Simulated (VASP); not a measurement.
Crystal: KI.

```
I K
1.0
     0.00000    3.53277    3.53277
     3.53277    0.00000    3.53277
     3.53277    3.53277    0.00000
I K
1 1
Direct
  0.50000 0.50000 0.50000
  0.00000 0.00000 0.00000
```

Base run:

- Program: VASP 6.6.1
- Functional: r2SCAN
- Potentials or basis: VASP PAW PBE potentials, release 64 (I, K_sv)
- Cutoff: 520 eV
- k mesh: 6 × 6 × 6
- Occupations: gaussian, width 0.01 eV
- Spin: no spin polarisation

Its results: band gap on the k mesh 4.61 eV; pressure 0.1 GPa.

Q: The run is repeated on the same cell with these changes: functional from r2SCAN to PBEsol. What comes out?

A: Band gap on the k mesh 3.81 eV; pressure -0.2 GPa.

Caveats: the PAW data sets were made with another functional, which shifts forces and pressure a little; spin-orbit coupling is left out, which moves the levels of the heavy elements.

